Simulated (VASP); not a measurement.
Input of a VASP 6.6.1 run:

File INCAR:

```
SYSTEM = TeS2
ALGO     = Normal         ! electronic algorithm
EDIFF    = 1E-8           ! SCF threshold, eV
ENCUT    = 520            ! plane-wave cutoff, eV
GGA      = PE             ! functional
ISIF     = 2              ! what is computed and relaxed
ISMEAR   = -1             ! smearing method
LASPH    = .True.         ! aspherical terms in the spheres
LCHARG   = .False.        ! write CHGCAR
LEFG     = .True.       
LREAL    = .False.        ! projectors in reciprocal space
LWAVE    = .False.        ! write WAVECAR
NBANDS   = 16             ! bands
NELM     = 100            ! most SCF steps
PREC     = Accurate       ! precision mode
SIGMA    = 0.03           ! smearing width, eV
```

Contents of KPOINTS:

```
k-points
0
Gamma
  10 10 10
  0 0 0
```

Contents of POSCAR:

```
TeS2
1.0
    0.0000000000      3.2774155851      3.2774155851
    3.2774155851      0.0000000000      3.2774155851
    3.2774155851      3.2774155851      0.0000000000
Te S
1 2
Direct
    0.0000000000      0.0000000000      0.0000000000
    0.2500000000      0.2500000000      0.2500000000
    0.7500000000      0.7500000000      0.7500000000
```

Potentials or basis: VASP PAW PBE potentials, release 64 (Te, S).

The run is started by

```console
$ cat potpaw_PBE.64/Te/POTCAR potpaw_PBE.64/S/POTCAR > POTCAR
$ mpirun -np 1 vasp_std > vasp.out
```

What does it give for the band gap on the k mesh?

Zero (bands 9 and 10 overlap by 0.59 eV).

What does it give for the pressure?

-0.2 GPa.

Caveat: spin-orbit coupling is left out, which moves the levels of the heavy elements.
